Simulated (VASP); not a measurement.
# TiO2: relaxation of cell and atoms with LDA

The system is TiO2.

```xyz
6
Lattice="4.5922 0.0000 0.0000 0.0000 4.5922 0.0000 0.0000 0.0000 2.9574" Properties=species:S:1:pos:R:3 pbc="T T T"
Ti    0.0000    0.0000    0.0000
Ti    2.2961    2.2961    1.4787
O     1.4004    1.4004    0.0000
O     0.8957    3.6965    1.4787
O     3.1918    3.1918    0.0000
O     3.6965    0.8957    1.4787
```

```
Program                : VASP 6.6.1
Task                   : relaxation of cell and atoms
Functional             : LDA
Potentials or basis    : VASP PAW LDA potentials, release 64 (Ti_sv, O)
Cutoff                 : 600 eV
k mesh                 : 6 × 6 × 10
Occupations            : gaussian, width 0.02 eV
Spin                   : no spin polarisation
Dipole correction      : no
Further INCAR settings : ALGO = Normal; EDIFF = 1e-06; IBRION = 2; EDIFFG = -0.002; NSW = 100; ISIF = 3
```

```
Relaxed volume                        : 10.09 Å³/atom
Relaxed cell                          : a = 4.552 Å, b = 4.552 Å, c = 2.922 Å, α = 90.00°, β = 90.00°, γ = 90.00°
Space group after relaxing (to 0.1 Å) : P4_2/mnm (No. 136)
Energy gained by relaxing             : 7.1 meV/atom
Ionic steps                           : 10
Pressure after relaxing               : 0.0 GPa
Band gap on the k mesh                : 1.82 eV
```

Step by step:
```csv
step,energy change (eV),largest force (eV/Å),pressure (GPa),volume (Å³)
1,0.0000,0.0015,-7.06,62.37
2,0.0417,0.3951,11.32,58.32
3,-0.0402,0.1495,-0.08,60.66
4,-0.0402,0.1527,0.01,60.62
5,-0.0424,0.0155,0.03,60.53
6,-0.0424,0.0011,0.07,60.52
7,-0.0424,0.0022,0.09,60.52
8,-0.0424,0.0021,-0.09,60.57
9,-0.0424,0.0002,-0.04,60.54
10,-0.0424,0.0009,0.03,60.54
```

Final structure:
```
Ti O
1.0
     4.55194    0.00000    0.00000
     0.00000    4.55194    0.00000
     0.00000    0.00000    2.92172
Ti O
2 4
Direct
  0.00000 0.00000 0.00000
  0.50000 0.50000 0.50000
  0.30385 0.30385 0.00000
  0.19615 0.80385 0.50000
  0.69615 0.69615 0.00000
  0.80385 0.19615 0.50000
```

Levels at points of the mesh, in eV from the valence-band top:
| k point | band 22 | band 23 | band 24 | band 25 | band 26 | band 27 |
| --- | --- | --- | --- | --- | --- | --- |
| (0.00, 0.00, 0.00) | -0.48 | -0.48 | 0.00 | 1.82 | 2.10 | 2.40 |
| (0.50, 0.00, 0.00) | -1.70 | -0.79 | -0.79 | 2.53 | 2.53 | 3.09 |
| (0.50, 0.50, 0.00) | -1.32 | -1.11 | -1.11 | 1.86 | 1.86 | 2.54 |
| (0.00, 0.00, 0.50) | -2.57 | -1.47 | -1.47 | 3.04 | 3.04 | 3.27 |
| (0.50, 0.00, 0.50) | -2.15 | -1.10 | -1.10 | 1.86 | 1.86 | 3.29 |
| (0.50, 0.50, 0.50) | -1.39 | -0.68 | -0.68 | 2.61 | 2.61 | 3.23 |

Run time: 7.1 min on 1 thread of Intel(R) Xeon(R) Platinum 8259CL CPU @ 2.50GHz (Skylake/Cascade Lake) (shared host), peak memory 0.24 GiB.

A k mesh can miss the band edges. Zero-point motion and thermal expansion aren't in these numbers.
